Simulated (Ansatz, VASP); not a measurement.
**Two plane-wave programs on MgI2**

The input INCAR:

```
SYSTEM = MgI2
PREC = Accurate
ENCUT = 520
EDIFF = 1E-6
ISMEAR = 0
SIGMA = 0.05
LREAL = .False.
LASPH = .True.
NELM = 60
ALGO = Normal
ISIF = 2
LWAVE = .False.
LCHARG = .False.
GGA = CA
NBANDS = 15
```

File KPOINTS:

```
regular mesh
0
Gamma
  6 6 4
  0 0 0
```

Contents of POSCAR:

```
MgI2
1.0
    4.0409034065      0.0000000000      0.0000000000
   -2.0204517033      3.4995250043      0.0000000000
    0.0000000000      0.0000000000      6.6285688777
Mg I
1 2
Direct
    0.0000000000      0.0000000000      0.0000000000
    0.3333333333      0.6666666667      0.7373977874
    0.6666666667      0.3333333333      0.2626022126
```

Input for Ansatz:

```yaml
crystal:
  lattice:
    - [4.0409034065, 0.0, 0.0]
    - [-2.0204517033, 3.4995250043, 0.0]
    - [0.0, 0.0, 6.6285688777]
  atoms:
    - { symbol: Mg, position: [0.0, 0.0, 0.0] }
    - { symbol: I, position: [0.3333333333, 0.6666666667, 0.7373977874] }
    - { symbol: I, position: [0.6666666667, 0.3333333333, 0.2626022126] }
basis:
  ecutwfc: 520.0
kpoints:
  mp_grid: { grid: [6, 6, 4] }
hamiltonian:
  xc: lda
scf:
  occupations: { method: gaussian, width: 0.05 }
output:
  forces: true
  stress: true
  eigenvalues: true
```

Alike in both runs: task single point; functional LDA; k mesh 6 × 6 × 4; occupations gaussian, width 0.05 eV; no spin polarisation.

```csv
,VASP,Ansatz
version,VASP 6.6.1,Ansatz 0.2.0
potentials or method,"VASP PAW LDA potentials, release 64 (Mg, I), cutoff 520 eV","scalar-relativistic, plane waves, PAW"
valence electrons in the cell,16,44
```

VASP gave:

* gap on the k mesh at the Fermi level (eV): 3.24
* least direct gap on the mesh (eV): 3.49
* pressure (GPa): -0.7
* traceless stress, the component that is largest in VASP (GPa): -0.86
* rms of the force components (eV/Å): 0.218

Which values does Ansatz return?

gap on the k mesh at the Fermi level (eV): 3.26; least direct gap on the mesh (eV): 3.48; pressure (GPa): -0.5; traceless stress, the component that is largest in VASP (GPa): -0.88; rms of the force components (eV/Å): 0.212.

LDA's correlation is that of Perdew and Zunger in VASP and of Perdew and Wang (1992) in Ansatz. Atom by atom the forces differ by 0.005 eV/Å (rms over components). VASP's potentials hold 16 valence electrons a cell and Ansatz's 44, so a difference there can come from the potentials and not from the codes.

Neither program's run includes spin-orbit coupling.
